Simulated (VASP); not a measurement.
Input of a VASP 6.6.1 run:

INCAR

```
ALGO     = Normal         # electronic algorithm
EDIFF    = 1E-6           # SCF threshold, eV
ENCUT    = 520            # plane-wave cutoff, eV
GGA      = PE             # functional
ISIF     = 2              # what is computed and relaxed
ISMEAR   = 0              # smearing method
ISPIN    = 2              # spin polarisation
LASPH    = T              # aspherical terms in the spheres
LCHARG   = T              # write CHGCAR
LELF     = T              # ELF
LORBIT   = 11             # projections on sites
LREAL    = F              # projectors in reciprocal space
LVHAR    = T            
LWAVE    = F              # write WAVECAR
MAGMOM   = 0 0 0 0 1 1 1 1 # initial moments
NBANDS   = 30             # bands
NELM     = 150            # most SCF steps
PREC     = Accurate       # precision mode
SIGMA    = 0.1            # smearing width, eV
```

File KPOINTS:

```
k-points
0
Gamma
  4 4 6
```

File POSCAR:

```
BN
1.0
    4.7713461716      0.0000000000      0.0000000000
    0.0000000000      4.7713461716      0.0000000000
    0.0000000000      0.0000000000      3.3826633201
B N
4 4
Direct
    0.2696806876      0.0000000000      0.5000000000
    0.7303193124      0.0000000000      0.5000000000
    0.0000000000      0.2696806876      0.5000000000
    0.0000000000      0.7303193124      0.5000000000
    0.5000000000      0.0000000000      0.8114486158
    0.0000000000      0.5000000000      0.8114486158
    0.5000000000      0.0000000000      0.1885513842
    0.0000000000      0.5000000000      0.1885513842
```

Potentials or basis: VASP PAW PBE potentials, release 64 (B, N).

Launch:

```bash
$ cat potpaw_PBE.64/B/POTCAR potpaw_PBE.64/N/POTCAR > POTCAR
$ mpirun -np 1 vasp_std > vasp.out
```

Estimate the largest force.

0.062 eV/Å.

Estimate the pressure.

0.0 GPa.

Predict the net moment.

0.00 μB per cell.

Forces in eV/Å, atoms in the order of the input:
```
B   -0.010  0.000  0.000
B    0.010  0.000  0.000
B    0.000 -0.010  0.000
B    0.000  0.010  0.000
N    0.000  0.000 -0.062
N    0.000  0.000 -0.062
N    0.000  0.000  0.062
N    0.000  0.000  0.062
```
